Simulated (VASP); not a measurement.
# MgS in VASP: further runs, part 2 of 3

VASP 6.6.1.

**3. Single point, r2SCAN (strain +0.9%)**

File POSCAR:

```
MgS
1.0
    0.0000000000      2.8552202894      2.8552202894
    2.8552202894      0.0000000000      2.8552202894
    2.8552202894      2.8552202894      0.0000000000
Mg S
1 1
Direct
    0.0000000000      0.0000000000      0.0000000000
    0.7500000000      0.7500000000      0.7500000000
```

File INCAR.step1:

```
SYSTEM = MgS
ALGO     = Normal         ! electronic algorithm
EDIFF    = 1E-4           ! SCF threshold, eV
ENCUT    = 520            ! plane-wave cutoff, eV
GGA      = PE             ! functional
ISMEAR   = 0              ! smearing method
LASPH    = .True.         ! aspherical terms in the spheres
LCHARG   = .False.        ! write CHGCAR
LREAL    = .False.        ! projectors in reciprocal space
LWAVE    = .True.         ! write WAVECAR
NBANDS   = 11             ! bands
NELM     = 80             ! most SCF steps
PREC     = Accurate       ! precision mode
SIGMA    = 0.01           ! smearing width, eV
```

File INCAR.step2:

```
SYSTEM = MgS
ALGO     = Normal         ! electronic algorithm
EDIFF    = 1E-6           ! SCF threshold, eV
ENCUT    = 520            ! plane-wave cutoff, eV
ISIF     = 2              ! what is computed and relaxed
ISMEAR   = 0              ! smearing method
ISTART   = 1            
LASPH    = .True.         ! aspherical terms in the spheres
LCHARG   = .True.         ! write CHGCAR
LELF     = .True.         ! ELF
LMIXTAU  = .True.       
LREAL    = .False.        ! projectors in reciprocal space
LVHAR    = .True.       
LWAVE    = .False.        ! write WAVECAR
METAGGA  = R2SCAN         ! meta-GGA
NBANDS   = 11             ! bands
NELM     = 80             ! most SCF steps
PREC     = Accurate       ! precision mode
SIGMA    = 0.01           ! smearing width, eV
```

File KPOINTS:

```
k-points
0
Gamma
  8 8 8
  0 0 0
```

Potentials or basis: VASP PAW PBE potentials, release 64 (Mg, S).

Command:

```sh
$ cat potpaw_PBE.64/Mg/POTCAR potpaw_PBE.64/S/POTCAR > POTCAR
$ cp INCAR.step1 INCAR
$ mpirun -np 1 vasp_std > vasp.out
$ cp INCAR.step2 INCAR
$ mpirun -np 1 vasp_std > vasp.out
```

OUTCAR:

```text
SYSTEM = MgS
   EDIFF = 1E-6
   ENCUT = 520
   ISIF = 2
   ISMEAR = 0
   ISTART = 1
   LASPH = .True.
   LREAL = .False.
   METAGGA = R2SCAN
   NELM = 80
   PREC = Accurate

 ion  position               nearest neighbor table
   1  0.000  0.000  0.000-   2 2.47   2 2.47   2 2.47   2 2.47
   2  0.750  0.750  0.750-   1 2.47   1 2.47   1 2.47   1 2.47

  LATTYP: Found a face centered cubic cell.
 ALAT       =     5.7104405788

  Lattice vectors:

 A1 = (   0.0000000000,   2.8552202894,   2.8552202894)
 A2 = (   2.8552202894,   0.0000000000,   2.8552202894)
 A3 = (   2.8552202894,   2.8552202894,   0.0000000000)

Analysis of symmetry for initial positions (statically):
=====================================================================
 Subroutine PRICEL returns:
 Original cell was already a primitive cell.

 Routine SETGRP: Setting up the symmetry group for a
 face centered cubic supercell.

 Subroutine GETGRP returns: Found 24 space group operations
 (whereof 24 operations were pure point group operations)
 out of a pool of 48 trial point group operations.

The static configuration has the point symmetry T_d .

Analysis of symmetry for dynamics (positions and initial velocities):
=====================================================================
 Subroutine PRICEL returns:
 Original cell was already a primitive cell.

 Routine SETGRP: Setting up the symmetry group for a
 face centered cubic supercell.

 Subroutine GETGRP returns: Found 24 space group operations
 (whereof 24 operations were pure point group operations)
 out of a pool of 48 trial point group operations.

The dynamic configuration has the point symmetry T_d .

 Subroutine INISYM returns: Found 24 space group operations
 (whereof 24 operations are pure point group operations),
 and found     1 'primitive' translations

----------------------------------------------------------------------------------------

                                     Primitive cell

  volume of cell :      46.5531

  direct lattice vectors                    reciprocal lattice vectors
     0.000000000  2.855220289  2.855220289    -0.175117837  0.175117837  0.175117837
     2.855220289  0.000000000  2.855220289     0.175117837 -0.175117837  0.175117837
     2.855220289  2.855220289  0.000000000     0.175117837  0.175117837 -0.175117837

  length of vectors
     4.037891257  4.037891257  4.037891257     0.303312990  0.303312990  0.303312990

  position of ions in fractional coordinates (direct lattice)
     0.000000000  0.000000000  0.000000000
     0.750000000  0.750000000  0.750000000

  ion indices of the primitive-cell ions
   primitive index   ion index
                 1           1
                 2           2

----------------------------------------------------------------------------------------

 KPOINTS: k-points

Automatic generation of k-mesh.
 Grid dimensions read from file:
 generate k-points for:    8    8    8

 Generating k-lattice:

  Cartesian coordinates                     Fractional coordinates (reciprocal lattice)
    -0.021889730  0.021889730  0.021889730     0.125000000  0.000000000  0.000000000
     0.021889730 -0.021889730  0.021889730     0.000000000  0.125000000  0.000000000
     0.021889730  0.021889730 -0.021889730     0.000000000  0.000000000  0.125000000

  Length of vectors
     0.037914124  0.037914124  0.037914124

  Shift w.r.t. Gamma in fractional coordinates (k-lattice)
     0.000000000  0.000000000  0.000000000

 Subroutine IBZKPT returns following result:
 ===========================================

 Found     29 irreducible k-points:

 Following reciprocal coordinates:
            Coordinates               Weight
  0.000000  0.000000  0.000000      1.000000
  0.125000  0.000000  0.000000      8.000000
  0.250000  0.000000  0.000000      8.000000
  0.375000  0.000000  0.000000      8.000000
  0.500000  0.000000  0.000000      4.000000
  0.125000  0.125000  0.000000      6.000000
[... 16 lines left out ...]
  0.500000  0.250000  0.125000     48.000000
 -0.375000  0.250000  0.125000     24.000000
 [... further k-points ...]
   k-points           NKPTS =     29   k-points in BZ     NKDIM =     29   number of bands    NBANDS=     11
   number of dos      NEDOS =    301   number of ions     NIONS =      2
   total plane-waves  NPLWV =  27000
   dimension x,y,z NGX =    30 NGY =   30 NGZ =   30
   dimension x,y,z NGXF=    60 NGYF=   60 NGZF=   60
   ions per type =               1   1
   NGX,Y,Z   is equivalent  to a cutoff of  12.35, 12.35, 12.35 a.u.
   NGXF,Y,Z  is equivalent  to a cutoff of  24.70, 24.70, 24.70 a.u.
 SYSTEM =  MgS
   PREC   = accura    normal or accurate (medium, high low for compatibility)
   ISTART =      1    job   : 0-new  1-cont  2-samecut
   ICHARG =      0    charge: 1-file 2-atom 10-const
   ISPIN  =      1    spin polarized calculation?
   LNONCOLLINEAR =      F non collinear calculations
   LSORBIT =      F    spin-orbit coupling
   LASPH  =      T    aspherical Exc in radial PAW
   ENCUT  =  520.0 eV  38.22 Ry    6.18 a.u.   7.51  7.51  7.51*2*pi/ulx,y,z
   NELM   =     80;   NELMIN=  2; NELMDL=  0     # of ELM steps
   EDIFF  = 0.1E-05   stopping-criterion for ELM
   LREAL  =      F    real-space projection
   EDIFFG = 0.1E-04   stopping-criterion for IOM
   NSW    =      0    number of steps for IOM
   IBRION =     -1    ionic relax: 0-MD 1-quasi-New 2-CG
   NFREE  =      0    steps in history (QN), initial steepest desc. (CG)
   ISIF   =      2    stress and relaxation
   ISYM   =      2    0-nonsym 1-usesym 2-fastsym
   POTIM  = 0.5000    time-step for ionic-motion
   TEBEG  =    0.0;   TEEND  =   0.0 temperature during run
   PSTRESS=    0.0 pullay stress
   NELECT =       8.0000    total number of electrons
   NUPDOWN=      -1.0000    fix difference up-down
   EMIN   =  10.00;   EMAX   =-10.00  energy-range for DOS
   EFERMI =   0.00;   METHOD = LEGACY
   ISMEAR =     0;   SIGMA  =   0.01  broadening in eV -4-tet -1-fermi 0-gaus
   EFERMI_NEDOS =   21; number of points for ismear=-14 and -15
   IALGO  =     38    algorithm
   IMIX   =      4    mixing-type and parameters
     AMIX     =   0.40;   BMIX     =  1.00
     AMIX_MAG =   1.60;   BMIX_MAG =  1.00
  volume/ion in A,a.u.               =      23.28       157.08
  Fermi-wavevector in a.u.,A,eV,Ry     =   0.910169  1.719969 11.271161  0.828407
  Thomas-Fermi vector in A             =   2.034299
   LORBIT       =      0    0 simple, 1 ext, 2 COOP (PROOUT), +10 PAW based schemes
   METAGGA = R2SCAN    functional components
   LHFCALC =     F    Hartree Fock is set to
   AEXX    =    0.0000 exact exchange contribution
   IVDW    =     0    specifies the selected vdW correction
   LEPSILON=     F    determine dielectric tensor
   LRPA    =     F    only Hartree local field effects (RPA)
 non-spin polarized calculation
 Gauss-broadening in eV      SIGMA  =   0.01
  energy-cutoff  :      520.00
  volume of cell :       46.55
 maximum number of plane-waves:      1283
   NGX = 15   NGY = 15   NGZ = 15

 number of electron       8.0000001 magnetization

 Free energy of the ion-electron system (eV)
  ---------------------------------------------------
  ext. energy  EPLUGINS =         0.00000000
  ---------------------------------------------------
  free energy    TOTEN  =       -15.44329813 eV

  energy without entropy =      -15.44329813  energy(sigma->0) =      -15.44329813

 E-fermi :   0.6639     XC(G=0):  -8.6740

 val. band max:        0.6127025622   @ k =   0.0000   0.0000   0.0000
 cond. band min:       4.6063453290   @ k =   0.0000   0.0000   0.0000
 fundamental gap:      3.9936427667
 Fermi energy:         0.6638962126

 k-point     1 :       0.0000    0.0000    0.0000
  band No.  band energies     occupation
      1     -11.0413      2.00000
      2       0.6127      2.00000
      3       0.6127      2.00000
      4       0.6127      2.00000
      5       4.6063      0.00000
      6       9.1389      0.00000
      7       9.1389      0.00000
      8       9.1389      0.00000
      9      12.0130      0.00000
     10      12.0130      0.00000
     11      15.0937      0.00000
[... 309 lines left out ...]
 k-point    24 :      -0.3750    0.2500    0.1250
  band No.  band energies     occupation
      1     -10.2759      2.00000
      2      -2.0968      2.00000
      3      -0.6463      2.00000
      4      -0.0205      2.00000
      5       7.1635      0.00000
      6       7.6589      0.00000
      7       9.9392      0.00000
      8      10.0354      0.00000
      9      12.6762      0.00000
     10      14.1305      0.00000
     11      15.4382      0.00000

 [... further k-points ...]

------------------------ aborting loop because EDIFF is reached ----------------------------------------

  FORCE on cell =-STRESS in cart. coord.  units (eV):
  Direction    XX          YY          ZZ          XY          YZ          ZX
  --------------------------------------------------------------------------------------
  -------------------------------------------------------------------------------------
  Total       -0.5046939     -0.5046939     -0.5046939      0.0000000      0.0000000      0.0000000
  in kB      -17.3695983    -17.3695983    -17.3695983      0.0000000      0.0000000      0.0000000
  external PRESSURE =     -17.3695983 kB  Pullay stress =       0.0000000 kB

 VOLUME and BASIS-vectors are now :
 -----------------------------------------------------------------------------
  energy-cutoff  :      520.00
  volume of cell :       46.55
      direct lattice vectors                 reciprocal lattice vectors
     0.000000000  2.855220289  2.855220289    -0.175117837  0.175117837  0.175117837
     2.855220289  0.000000000  2.855220289     0.175117837 -0.175117837  0.175117837
     2.855220289  2.855220289  0.000000000     0.175117837  0.175117837 -0.175117837

 POSITION                                       TOTAL-FORCE (eV/Angst)
 -----------------------------------------------------------------------------------
      0.00000      0.00000      0.00000         0.000000     -0.000000     -0.000000
      4.28283      4.28283      4.28283        -0.000000      0.000000      0.000000
 -----------------------------------------------------------------------------------
    total drift:                                0.000002      0.000002      0.000002

  FREE ENERGIE OF THE ION-ELECTRON SYSTEM (eV)
  ---------------------------------------------------
  free  energy   TOTEN  =       -15.4432981321 eV

  energy  without entropy=      -15.4432981321  energy(sigma->0) =      -15.44329813
```

Wall time 52 s (1 thread of Intel Xeon Platinum 8488C (Sapphire Rapids), shared host); peak memory 0.17 GiB.

What came out:

```yaml
Free_energy: -15.4433 eV
Pressure: -1.7 GPa
Band_gap_on_the_k_mesh: 3.99 eV
```

Caveat: the cell differs from its parent crystal (strain +0.9%); the PAW data sets were made with another functional, which shifts forces and pressure a little. A k mesh can miss the band edges.

[end of part 2 of 3]
